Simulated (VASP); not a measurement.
# C (C2/m) in VASP: notebook, part 2 of 2

VASP 6.6.1. The steps go on from the part before.

### Step 4. Single point, PBE (atom 1 (C) moved by (-0.200, -0.100) A along [1 1 0] and z)

The input, INCAR:

```
SYSTEM = C
PREC     = Accurate       ! precision mode
ENCUT    = 520            ! plane-wave cutoff, eV
EDIFF    = 1E-7           ! SCF threshold, eV
ISMEAR   = 0              ! smearing method
SIGMA    = 0.05           ! smearing width, eV
LREAL    = .FALSE.        ! projectors in reciprocal space
LASPH    = .TRUE.         ! aspherical terms in the spheres
NELM     = 100            ! most SCF steps
ALGO     = Normal         ! electronic algorithm
ISIF     = 2              ! what is computed and relaxed
LWAVE    = .FALSE.        ! write WAVECAR
LCHARG   = .FALSE.        ! write CHGCAR
GGA      = PE             ! functional
NBANDS   = 11             ! bands
```

The input, KPOINTS:

```
regular mesh
0
G
  12 12 12
  0 0 0
```

The input, POSCAR:

```
C
1.0
    0.0000000000      1.7834000000      1.7834000000
    1.7834000000      0.0000000000      1.7834000000
    1.7834000000      1.7834000000      0.0000000000
C
2
Direct
    0.4719636649      0.4719636649      0.4487376044
    0.7500000000      0.7500000000      0.7500000000
```

Potentials or basis: VASP PAW PBE potentials, release 64 (C).

The run is started by

```console
$ cat potpaw_PBE.64/C/POTCAR > POTCAR
$ mpirun -np 1 vasp_std > vasp.out
```

OUTCAR:

```text
SYSTEM = C
   PREC = Accurate
   ENCUT = 520
   EDIFF = 1E-7
   ISMEAR = 0
   LREAL = .FALSE.
   LASPH = .TRUE.
   NELM = 100
   ISIF = 2
   GGA = PE

 ion  position               nearest neighbor table
   1  0.472  0.472  0.449-   2 1.45   2 1.50   2 1.50   2 1.77
   2  0.750  0.750  0.750-   1 1.45   1 1.50   1 1.50   1 1.77

  LATTYP: Found a face centered cubic cell.
 ALAT       =     3.5668000000

  Lattice vectors:

 A1 = (   0.0000000000,   1.7834000000,   1.7834000000)
 A2 = (   1.7834000000,   0.0000000000,   1.7834000000)
 A3 = (   1.7834000000,   1.7834000000,   0.0000000000)

Analysis of symmetry for initial positions (statically):
=====================================================================
 Subroutine PRICEL returns:
 Original cell was already a primitive cell.

 Routine SETGRP: Setting up the symmetry group for a
 face centered cubic supercell.

 Subroutine GETGRP returns: Found  4 space group operations
 (whereof  2 operations were pure point group operations)
 out of a pool of 48 trial point group operations.

The static configuration has the point symmetry C_1h.
 The point group associated with its full space group is C_2h.

Analysis of symmetry for dynamics (positions and initial velocities):
=====================================================================
 Subroutine PRICEL returns:
 Original cell was already a primitive cell.

 Routine SETGRP: Setting up the symmetry group for a
 face centered cubic supercell.

 Subroutine GETGRP returns: Found  4 space group operations
 (whereof  2 operations were pure point group operations)
 out of a pool of 48 trial point group operations.

The dynamic configuration has the point symmetry C_1h.
 The point group associated with its full space group is C_2h.

 Subroutine INISYM returns: Found  4 space group operations
 (whereof  2 operations are pure point group operations),
 and found     1 'primitive' translations
[... 119 lines left out ...]
   LORBIT       =      0    0 simple, 1 ext, 2 COOP (PROOUT), +10 PAW based schemes
   GGA     = PE    functional components
   LHFCALC =     F    Hartree Fock is set to
   AEXX    =    0.0000 exact exchange contribution
   IVDW    =     0    specifies the selected vdW correction
   LEPSILON=     F    determine dielectric tensor
   LRPA    =     F    only Hartree local field effects (RPA)
 non-spin polarized calculation
 Gauss-broadening in eV      SIGMA  =   0.05
  energy-cutoff  :      520.00
  volume of cell :       11.34
 maximum number of plane-waves:       316
   NGX =  9   NGY =  9   NGZ =  9

 number of electron       7.9999999 magnetization

 Free energy of the ion-electron system (eV)
  ---------------------------------------------------
  ext. energy  EPLUGINS =         0.00000000
  ---------------------------------------------------
  free energy    TOTEN  =       -17.51099319 eV

  energy without entropy =      -17.51099319  energy(sigma->0) =      -17.51099319

 E-fermi :  12.6969     XC(G=0): -13.2645

 val. band max:       12.4823670228   @ k =   0.0000  -0.0833   0.0833
 cond. band min:      13.0192389961   @ k =  -0.0833   0.0833   0.0000
 fundamental gap:      0.5368719732
 Fermi energy:        12.6968926275

 k-point     1 :       0.0000    0.0000    0.0000
  band No.  band energies     occupation
      1     -11.8092      2.00000
      2       7.5904      2.00000
      3       8.5348      2.00000
      4      12.4006      2.00000
      5      13.7366      0.00000
      6      16.1903      0.00000
      7      17.2202      0.00000
      8      22.8629      0.00000
      9      28.4303      0.00000
     10      35.0265      0.00000
     11      36.1529      0.00000
[... 309 lines left out ...]
 k-point    24 :       0.0833    0.0000    0.1667
  band No.  band energies     occupation
      1     -11.1106      2.00000
      2       5.5348      2.00000
      3       7.4117      2.00000
      4      10.1951      2.00000
      5      14.6500      0.00000
      6      17.8626      0.00000
      7      18.8421      0.00000
      8      23.2120      0.00000
      9      28.7857      0.00000
     10      31.3776      0.00000
     11      34.6500      0.00000

 [... further k-points ...]

------------------------ aborting loop because EDIFF is reached ----------------------------------------

  FORCE on cell =-STRESS in cart. coord.  units (eV):
  Direction    XX          YY          ZZ          XY          YZ          ZX
  --------------------------------------------------------------------------------------
  -------------------------------------------------------------------------------------
  Total        0.9748021      0.9748021      1.1243664      0.7552697      0.3905013      0.3905013
  in kB      137.6736264    137.6736264    158.7969471    106.6685368     55.1514336     55.1514359
  external PRESSURE =     144.7147333 kB  Pullay stress =       0.0000000 kB

 VOLUME and BASIS-vectors are now :
 -----------------------------------------------------------------------------
  energy-cutoff  :      520.00
  volume of cell :       11.34
      direct lattice vectors                 reciprocal lattice vectors
     0.000000000  1.783400000  1.783400000    -0.280363351  0.280363351  0.280363351
     1.783400000  0.000000000  1.783400000     0.280363351 -0.280363351  0.280363351
     1.783400000  1.783400000  0.000000000     0.280363351  0.280363351 -0.280363351

 POSITION                                       TOTAL-FORCE (eV/Angst)
 -----------------------------------------------------------------------------------
      1.64198      1.64198      1.68340         3.342551      3.342551      1.275454
      2.67510      2.67510      2.67510        -3.342551     -3.342551     -1.275454
 -----------------------------------------------------------------------------------
    total drift:                                0.000002      0.000002      0.000003

  FREE ENERGIE OF THE ION-ELECTRON SYSTEM (eV)
  ---------------------------------------------------
  free  energy   TOTEN  =       -17.5109931904 eV

  energy  without entropy=      -17.5109931904  energy(sigma->0) =      -17.51099319
```

OSZICAR:

```text
N       E                     dE             d eps       ncg     rms          rms(c)
DAV:   1     0.180635248929E+01    0.18064E+01   -0.47847E+03 10886   0.699E+02
DAV:   2    -0.178241349293E+02   -0.19630E+02   -0.18988E+02 13403   0.129E+02
DAV:   3    -0.181857080490E+02   -0.36157E+00   -0.36079E+00 12273   0.135E+01
DAV:   4    -0.181862808388E+02   -0.57279E-03   -0.57278E-03 11269   0.671E-01
DAV:   5    -0.181862815146E+02   -0.67588E-06   -0.67582E-06 12008   0.216E-02    0.568E+00
DAV:   6    -0.176783227854E+02    0.50796E+00   -0.27257E-01 10691   0.372E+00    0.338E+00
DAV:   7    -0.175091284432E+02    0.16919E+00   -0.33004E-01 11351   0.415E+00    0.797E-01
DAV:   8    -0.175109361966E+02   -0.18078E-02   -0.91712E-03 11075   0.729E-01    0.446E-02
DAV:   9    -0.175109709740E+02   -0.34777E-04   -0.43849E-05 12399   0.551E-02    0.263E-02
DAV:  10    -0.175109932211E+02   -0.22247E-04   -0.16164E-05 11035   0.353E-02    0.522E-03
DAV:  11    -0.175109931904E+02    0.30694E-07   -0.29965E-07 12605   0.485E-03
   1 F= -.17510993E+02 E0= -.17510993E+02  d E =-.661004E-12
```

stdout:

```text
POSCAR found type information on POSCAR C
 POSCAR found :  1 types and       2 ions
 scaLAPACK will be used
 LDA part: xc-table for (Slater+PW92), standard interpolation
 POSCAR, INCAR and KPOINTS ok, starting setup
 FFT: planning ... GRIDC
 FFT: planning ... GRID_SOFT
 FFT: planning ... GRID
 WAVECAR not read
 entering main loop
```

It used 31 s of CPU time on 1 thread of Intel Xeon 6975P-C, with other jobs on the host.

Results:

- Free energy: -17.5110 eV
- Pressure: 14.5 GPa
- Largest force: 4.896 eV/Å
- Band gap on the k mesh: 0.54 eV, indirect (least direct gap 0.55 eV)

Forces on the atoms (eV/Å):
```
C    3.343  3.343  1.275
C   -3.343 -3.343 -1.275
```

Levels at points of the mesh, in eV from the valence-band top:
```
           k point  band 1  band 2  band 3  band 4  band 5  band 6  band 7  band 8
(0.00, 0.00, 0.00)  -24.29   -4.89   -3.95   -0.08    1.25    3.71    4.74   10.38
(0.50, 0.00, 0.00)  -18.46  -16.49   -7.27   -3.15    2.01    6.43    9.62   13.17
(0.00, 0.00, 0.50)  -18.27  -16.87   -6.95   -3.42    2.48    6.64    9.37   13.69
(0.50, 0.50, 0.50)  -19.00  -15.00   -6.52   -5.69    4.36    5.45    6.12   10.86
(0.50, 0.50, 0.00)  -15.82  -15.65   -9.55   -8.10    0.99    1.60   15.00   15.27
(0.00, 0.50, 0.50)  -16.02  -15.33   -9.79   -8.14    1.38    1.54   14.48   15.56
```

Caveat: the cell differs from its parent crystal (atom 1 (C) moved by (-0.200, -0.100) A along [1 1 0] and z); forces of over 1 eV/Å act on the atoms, so gaps and moduli don't describe the material at rest. A k mesh can miss the band edges.
